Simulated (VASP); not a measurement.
# Cl (P6_3/mmc) in VASP: notebook

Cl is run at these levels: r2SCAN; tasks: single point, relaxation of cell and atoms.

Program: VASP 6.6.1. These are calculated values, not measurements. Logs are shortened: lines on timing, memory, paths and dates and some standing lists are left out, and cuts for length are marked.

### Step 1. The cell of the first run

It takes space group P6_3/mmc (No. 194, hexagonal). Conventional cell: a = 3.601 Å, b = 3.601 Å, c = 3.917 Å, α = 90.00°, β = 90.00°, γ = 120.00°. Within 3.8 Å of Cl (site symmetry -6m2) lie 12 Cl at 2.86 to 3.60 Å.

### Step 2. Single point, r2SCAN

Contents of POSCAR:

```
Cl
1.0
    3.6011481663      0.0000000000      0.0000000000
   -1.8005740831      3.1186857948      0.0000000000
    0.0000000000      0.0000000000      3.9171724856
Cl
2
Direct
    0.3333333333      0.6666666667      0.2500000000
    0.6666666667      0.3333333333      0.7500000000
```

Contents of INCAR.step1:

```
ALGO     = Normal         # electronic algorithm
EDIFF    = 1E-4           # SCF threshold, eV
ENCUT    = 520            # plane-wave cutoff, eV
GGA      = PE             # functional
ISMEAR   = 0              # smearing method
LASPH    = T              # aspherical terms in the spheres
LCHARG   = F              # write CHGCAR
LREAL    = F              # projectors in reciprocal space
LWAVE    = T              # write WAVECAR
NBANDS   = 14             # bands
NELM     = 80             # most SCF steps
PREC     = Accurate       # precision mode
SIGMA    = 0.1            # smearing width, eV
```

Contents of INCAR.step2:

```
ALGO     = Normal         # electronic algorithm
EDIFF    = 1E-6           # SCF threshold, eV
ENCUT    = 520            # plane-wave cutoff, eV
ISIF     = 2              # what is computed and relaxed
ISMEAR   = 0              # smearing method
ISTART   = 1            
LASPH    = T              # aspherical terms in the spheres
LCHARG   = T              # write CHGCAR
LELF     = T              # ELF
LMIXTAU  = T            
LREAL    = F              # projectors in reciprocal space
LVHAR    = T            
LWAVE    = F              # write WAVECAR
METAGGA  = R2SCAN         # meta-GGA
NBANDS   = 14             # bands
NELM     = 80             # most SCF steps
PREC     = Accurate       # precision mode
SIGMA    = 0.1            # smearing width, eV
```

Contents of KPOINTS:

```
k-points
0
Gamma
  6 6 4
```

Potentials or basis: VASP PAW PBE potentials, release 64 (Cl).

Launch:

```bash
cat potpaw_PBE.64/Cl/POTCAR > POTCAR
cp INCAR.step1 INCAR
mpirun -np 1 vasp_std > vasp.out
cp INCAR.step2 INCAR
mpirun -np 1 vasp_std > vasp.out
```

OUTCAR:

```text
EDIFF = 1E-6
   ENCUT = 520
   ISIF = 2
   ISMEAR = 0
   ISTART = 1
   LASPH = T
   LREAL = F
   METAGGA = R2SCAN
   NELM = 80
   PREC = Accurate

 ion  position               nearest neighbor table
   1  0.333  0.667  0.250-
   2  0.667  0.333  0.750-

  LATTYP: Found a hexagonal cell.
 ALAT       =     3.6011481663
 C/A-ratio  =     1.0877565445

  Lattice vectors:

 A1 = (   3.6011481663,   0.0000000000,   0.0000000000)
 A2 = (  -1.8005740831,   3.1186857948,   0.0000000000)
 A3 = (   0.0000000000,   0.0000000000,   3.9171724856)

Analysis of symmetry for initial positions (statically):
=====================================================================
 Subroutine PRICEL returns:
 Original cell was already a primitive cell.

 Routine SETGRP: Setting up the symmetry group for a
 hexagonal supercell.

 Subroutine GETGRP returns: Found 24 space group operations
 (whereof 12 operations were pure point group operations)
 out of a pool of 24 trial point group operations.

The static configuration has the point symmetry D_3d.
 The point group associated with its full space group is D_6h.

Analysis of symmetry for dynamics (positions and initial velocities):
=====================================================================
 Subroutine PRICEL returns:
 Original cell was already a primitive cell.

 Routine SETGRP: Setting up the symmetry group for a
 hexagonal supercell.

 Subroutine GETGRP returns: Found 24 space group operations
 (whereof 12 operations were pure point group operations)
 out of a pool of 24 trial point group operations.

The dynamic configuration has the point symmetry D_3d.
 The point group associated with its full space group is D_6h.

 Subroutine INISYM returns: Found 24 space group operations
 (whereof 12 operations are pure point group operations),
 and found     1 'primitive' translations

----------------------------------------------------------------------------------------

                                     Primitive cell

  volume of cell :      43.9932

  direct lattice vectors                    reciprocal lattice vectors
     3.601148166  0.000000000  0.000000000     0.277689213  0.160323942  0.000000000
    -1.800574083  3.118685795  0.000000000     0.000000000  0.320647884  0.000000000
     0.000000000  0.000000000  3.917172486     0.000000000  0.000000000  0.255286180

  length of vectors
     3.601148166  3.601148166  3.917172486     0.320647884  0.320647884  0.255286180

  position of ions in fractional coordinates (direct lattice)
     0.333333333  0.666666667  0.250000000
     0.666666667  0.333333333  0.750000000

  ion indices of the primitive-cell ions
   primitive index   ion index
                 1           1
                 2           2

----------------------------------------------------------------------------------------

 KPOINTS: k-points

Automatic generation of k-mesh.
 Grid dimensions read from file:
 generate k-points for:    6    6    4

 Generating k-lattice:

  Cartesian coordinates                     Fractional coordinates (reciprocal lattice)
     0.046281535  0.026720657  0.000000000     0.166666667  0.000000000  0.000000000
     0.000000000  0.053441314  0.000000000     0.000000000  0.166666667  0.000000000
     0.000000000  0.000000000  0.063821545     0.000000000  0.000000000  0.250000000

  Length of vectors
     0.053441314  0.053441314  0.063821545

  Shift w.r.t. Gamma in fractional coordinates (k-lattice)
     0.000000000  0.000000000  0.000000000

 Subroutine IBZKPT returns following result:
 ===========================================

 Found     21 irreducible k-points:

 Following reciprocal coordinates:
            Coordinates               Weight
  0.000000  0.000000  0.000000      1.000000
  0.166667 -0.000000  0.000000      6.000000
  0.333333 -0.000000  0.000000      6.000000
  0.500000 -0.000000  0.000000      3.000000
  0.166667  0.166667  0.000000      6.000000
  0.333333  0.166667  0.000000     12.000000
[... 13 lines left out ...]
  0.333333  0.166667  0.500000     12.000000
  0.333333  0.333333  0.500000      2.000000
   k-points           NKPTS =     21   k-points in BZ     NKDIM =     21   number of bands    NBANDS=     14
   number of dos      NEDOS =    301   number of ions     NIONS =      2
   total plane-waves  NPLWV =  23520
   dimension x,y,z NGX =    28 NGY =   28 NGZ =   30
   dimension x,y,z NGXF=    56 NGYF=   56 NGZF=   60
   ions per type =               2
   NGX,Y,Z   is equivalent  to a cutoff of  12.93, 12.93, 12.73 a.u.
   NGXF,Y,Z  is equivalent  to a cutoff of  25.85, 25.85, 25.46 a.u.
 SYSTEM =  unknown system
   PREC   = accura    normal or accurate (medium, high low for compatibility)
   ISTART =      1    job   : 0-new  1-cont  2-samecut
   ICHARG =      0    charge: 1-file 2-atom 10-const
   ISPIN  =      1    spin polarized calculation?
   LNONCOLLINEAR =      F non collinear calculations
   LSORBIT =      F    spin-orbit coupling
   LASPH  =      T    aspherical Exc in radial PAW
   ENCUT  =  520.0 eV  38.22 Ry    6.18 a.u.   6.70  6.70  7.28*2*pi/ulx,y,z
   NELM   =     80;   NELMIN=  2; NELMDL=  0     # of ELM steps
   EDIFF  = 0.1E-05   stopping-criterion for ELM
   LREAL  =      F    real-space projection
[... 7 lines left out ...]
   TEBEG  =    0.0;   TEEND  =   0.0 temperature during run
   PSTRESS=    0.0 pullay stress
   NELECT =      14.0000    total number of electrons
   NUPDOWN=      -1.0000    fix difference up-down
   EMIN   =  10.00;   EMAX   =-10.00  energy-range for DOS
   EFERMI =   0.00;   METHOD = LEGACY
   ISMEAR =     0;   SIGMA  =   0.10  broadening in eV -4-tet -1-fermi 0-gaus
   EFERMI_NEDOS =   21; number of points for ismear=-14 and -15
   IALGO  =     38    algorithm
   IMIX   =      4    mixing-type and parameters
     AMIX     =   0.40;   BMIX     =  1.00
     AMIX_MAG =   1.60;   BMIX_MAG =  1.00
  volume/ion in A,a.u.               =      22.00       148.44
  Fermi-wavevector in a.u.,A,eV,Ry     =   1.117693  2.112133 16.996900  1.249237
  Thomas-Fermi vector in A             =   2.254318
   LORBIT       =      0    0 simple, 1 ext, 2 COOP (PROOUT), +10 PAW based schemes
   METAGGA = R2SCAN    functional components
   LHFCALC =     F    Hartree Fock is set to
   AEXX    =    0.0000 exact exchange contribution
   IVDW    =     0    specifies the selected vdW correction
   LEPSILON=     F    determine dielectric tensor
   LRPA    =     F    only Hartree local field effects (RPA)
 non-spin polarized calculation
 Gauss-broadening in eV      SIGMA  =   0.10
  energy-cutoff  :      520.00
  volume of cell :       43.99
 maximum number of plane-waves:      1209
 NGX is ok and might be reduce to    28
   NGX = 13   NGY = 13   NGZ = 15

 number of electron      13.9999998 magnetization

 Free energy of the ion-electron system (eV)
  ---------------------------------------------------
  ext. energy  EPLUGINS =         0.00000000
  ---------------------------------------------------
  free energy    TOTEN  =       -10.70395164 eV

  energy without entropy =      -10.68614736  energy(sigma->0) =      -10.69504950

 E-fermi :   1.5442     XC(G=0):  -9.7989

 val. band max:        1.5439610906   @ k =   0.3333  -0.0000   0.5000
 cond. band min:       1.5660880206   @ k =   0.3333   0.1667   0.0000
 fundamental gap:      0.0221269300
 Fermi energy:         1.5442310037

 k-point     1 :       0.0000    0.0000    0.0000
  band No.  band energies     occupation
      1     -15.0481      2.00000
      2     -11.8249      2.00000
      3      -2.7638      2.00000
      4      -0.7454      2.00000
      5      -0.7454      2.00000
      6       1.2572      1.99995
      7       1.2572      1.99995
      8       2.4321      0.00000
      9       9.5555      0.00000
     10      10.7672      0.00000
     11      14.2548      0.00000
     12      14.2548      0.00000
     13      15.8084      0.00000
     14      15.8084      0.00000

 k-point     2 :       0.1667   -0.0000    0.0000
  band No.  band energies     occupation
      1     -14.8389      2.00000
      2     -11.9691      2.00000
      3      -2.5136      2.00000
      4      -1.1738      2.00000
      5      -1.0483      2.00000
      6       0.8450      2.00000
      7       1.4563      1.78607
      8       2.0237      0.00000
      9      10.1995      0.00000
     10      11.5411      0.00000
     11      13.3635      0.00000
     12      14.8378      0.00000
     13      15.1851      0.00000
     14      15.4161      0.00000

 k-point     3 :       0.3333   -0.0000    0.0000
  band No.  band energies     occupation
      1     -14.2903      2.00000
      2     -12.3979      2.00000
      3      -1.9302      2.00000
      4      -1.8365      2.00000
      5      -1.5110      2.00000
      6       0.2190      2.00000
      7       1.0498      2.00000
      8       1.6995      0.02806
      9       9.9600      0.00000
     10      13.2160      0.00000
     11      14.0151      0.00000
     12      14.2133      0.00000
     13      14.3498      0.00000
     14      16.6071      0.00000

 k-point     4 :       0.5000   -0.0000    0.0000
  band No.  band energies     occupation
      1     -13.8346      2.00000
      2     -12.7999      2.00000
      3      -2.2634      2.00000
      4      -1.7024      2.00000
      5      -1.2450      2.00000
      6      -0.0347      2.00000
      7       0.3178      2.00000
      8       1.7766      0.00102
      9       9.4721      0.00000
     10      13.6726      0.00000
     11      13.9644      0.00000
     12      14.0295      0.00000
     13      15.3290      0.00000
     14      17.9298      0.00000

 k-point     5 :       0.1667    0.1667    0.0000
  band No.  band energies     occupation
      1     -14.4546      2.00000
      2     -12.2600      2.00000
      3      -2.0425      2.00000
      4      -1.8447      2.00000
      5      -1.3401      2.00000
      6       0.4678      2.00000
      7       1.3333      1.99715
      8       1.5336      1.12003
      9      11.1073      0.00000
     10      11.4031      0.00000
     11      13.5426      0.00000
[... 225 lines left out ...]
 k-point    19 :       0.1667    0.1667    0.5000
  band No.  band energies     occupation
      1     -13.3883      2.00000
      2     -13.3883      2.00000
      3      -2.5346      2.00000
      4      -2.5346      2.00000
      5      -0.2862      2.00000
      6      -0.2862      2.00000
      7       1.6283      0.23449
      8       1.6283      0.23449
      9      11.8834      0.00000
     10      11.8834      0.00000
     11      14.5307      0.00000
     12      14.5307      0.00000
     13      15.9628      0.00000
     14      15.9628      0.00000

 k-point    20 :       0.3333    0.1667    0.5000
  band No.  band energies     occupation
      1     -13.2005      2.00000
      2     -13.2005      2.00000
      3      -3.2073      2.00000
      4      -3.2073      2.00000
      5      -0.7446      2.00000
      6      -0.7446      2.00000
      7       2.0215      0.00000
      8       2.0215      0.00000
      9      12.3194      0.00000
     10      12.3194      0.00000
     11      16.0101      0.00000
     12      16.0101      0.00000
     13      16.8486      0.00000
     14      16.8486      0.00000

 k-point    21 :       0.3333    0.3333    0.5000
  band No.  band energies     occupation
      1     -13.1361      2.00000
      2     -13.1361      2.00000
      3      -3.2511      2.00000
      4      -3.2511      2.00000
      5      -1.2454      2.00000
      6      -1.2454      2.00000
      7       2.3378      0.00000
      8       2.3378      0.00000
      9      13.4299      0.00000
     10      13.4299      0.00000
     11      15.4940      0.00000
     12      15.4940      0.00000
     13      16.7836      0.00000
     14      16.7836      0.00000

------------------------ aborting loop because EDIFF is reached ----------------------------------------

  FORCE on cell =-STRESS in cart. coord.  units (eV):
  Direction    XX          YY          ZZ          XY          YZ          ZX
  --------------------------------------------------------------------------------------
  -------------------------------------------------------------------------------------
  Total       -0.0357096     -0.0357096     -0.0418575     -0.0000000      0.0000000      0.0000000
  in kB       -1.3005010     -1.3005010     -1.5243972     -0.0000000      0.0000000      0.0000000
  external PRESSURE =      -1.3751330 kB  Pullay stress =       0.0000000 kB

 VOLUME and BASIS-vectors are now :
 -----------------------------------------------------------------------------
  energy-cutoff  :      520.00
  volume of cell :       43.99
      direct lattice vectors                 reciprocal lattice vectors
     3.601148166  0.000000000  0.000000000     0.277689213  0.160323942  0.000000000
    -1.800574083  3.118685795  0.000000000     0.000000000  0.320647884  0.000000000
     0.000000000  0.000000000  3.917172486     0.000000000  0.000000000  0.255286180

 POSITION                                       TOTAL-FORCE (eV/Angst)
 -----------------------------------------------------------------------------------
     -0.00000      2.07912      0.97929        -0.000000     -0.000000      0.000000
      1.80057      1.03956      2.93788         0.000000      0.000000      0.000000
 -----------------------------------------------------------------------------------
    total drift:                               -0.000000      0.000000     -0.000000

  FREE ENERGIE OF THE ION-ELECTRON SYSTEM (eV)
  ---------------------------------------------------
  free  energy   TOTEN  =       -10.7039516405 eV

  energy  without entropy=      -10.6861473553  energy(sigma->0) =      -10.69504950
```

Run time: 21 s. Hardware: 1 thread of Intel Xeon 6975P-C (Granite Rapids), shared host; peak memory 0.15 GiB.

Results:

```yaml
Free_energy: -10.7040 eV
Pressure: -0.1 GPa
Band_gap_on_the_k_mesh: zero (band 7 reaches 2.34 eV, above the bottom of band 8 at 0.26 eV)
```

Levels at points of the mesh, in eV from the Fermi level:
| k point | band 4 | band 5 | band 6 | band 7 | band 8 | band 9 | band 10 | band 11 |
| --- | --- | --- | --- | --- | --- | --- | --- | --- |
| (0.00, 0.00, 0.00) | -2.29 | -2.29 | -0.29 | -0.29 | 0.89 | 8.01 | 9.22 | 12.71 |
| (0.50, 0.00, 0.00) | -3.25 | -2.79 | -1.58 | -1.23 | 0.23 | 7.93 | 12.13 | 12.42 |
| (0.00, 0.00, 0.50) | -2.04 | -1.29 | -1.29 | -1.29 | -1.29 | 11.03 | 11.03 | 11.60 |
| (0.50, 0.00, 0.50) | -4.91 | -1.78 | -1.78 | 0.11 | 0.11 | 10.22 | 10.22 | 14.99 |

Caveat: the k points lie up to 0.40 Å⁻¹ apart; the PAW data sets were made with another functional, which shifts forces and pressure a little.

### Step 3. Single point, r2SCAN

This run uses another cell than the first one, of 31.03 Å³/atom, 1.411 times its volume.

Contents of POSCAR:

```
Cl
1.0
    3.5344460202      0.0000000000      0.0000000000
   -1.7672230101      3.0609200417      0.0000000000
    0.0000000000      0.0000000000      5.7365930733
Cl
2
Direct
    0.3333333333      0.6666666667      0.2500000000
    0.6666666667      0.3333333333      0.7500000000
```

Contents of INCAR.step1:

```
SYSTEM = Cl
PREC = Accurate
ENCUT = 520
ISMEAR = 0
SIGMA = 0.1
LREAL = .False.
LASPH = .True.
NELM = 100
NBANDS = 14
GGA = PE
ALGO = Normal
EDIFF = 1E-4
LWAVE = .True.
LCHARG = .False.
```

Contents of INCAR.step2:

```
SYSTEM = Cl
PREC = Accurate
ENCUT = 520
EDIFF = 1E-6
ISMEAR = 0
SIGMA = 0.1
LREAL = .False.
LASPH = .True.
NELM = 100
ALGO = Normal
ISIF = 2
LWAVE = .False.
LCHARG = .False.
METAGGA = R2SCAN
LMIXTAU = .True.
NBANDS = 14
ISTART = 1
```

Contents of KPOINTS:

```
regular mesh
0
Gamma
  6 6 4
  0 0 0
```

Potentials or basis: VASP PAW PBE potentials, release 64 (Cl).

Launch:

```bash
cat potpaw_PBE.64/Cl/POTCAR > POTCAR
cp INCAR.step1 INCAR
mpirun -np 1 vasp_std > vasp.out
cp INCAR.step2 INCAR
mpirun -np 1 vasp_std > vasp.out
```

It took 34 s on 1 thread of Intel Xeon 6975P-C (Granite Rapids), shared host; peak memory 0.18 GiB.

The run converged. Its results:

```
Free energy            : -9.8105 eV
Pressure               : -5.1 GPa
Band gap on the k mesh : zero (band 7 reaches -1.89 eV, above the bottom of band 8 at -2.94 eV)
```

Stress tensor (GPa, compression positive):
```
-5.00  0.00  0.00
 0.00 -5.00  0.00
 0.00  0.00 -5.17
```

Levels at points of the mesh, in eV from the Fermi level:
```
           k point  band 4  band 5  band 6  band 7  band 8  band 9  band 10  band 11
(0.00, 0.00, 0.00)    0.08    0.08    0.40    0.40    0.42    8.86    10.64    14.56
(0.50, 0.00, 0.00)   -1.60   -1.13   -0.53   -0.28    0.10   10.50    10.86    11.41
(0.00, 0.00, 0.50)   -1.11    0.24    0.24    0.24    0.24   10.48    10.48    13.71
(0.50, 0.00, 0.50)   -2.20   -0.26   -0.26   -0.23   -0.23   10.36    10.36    12.35
```

Caveat: the PAW data sets were made with another functional, which shifts forces and pressure a little.

(Continued in part 2 of 2.)
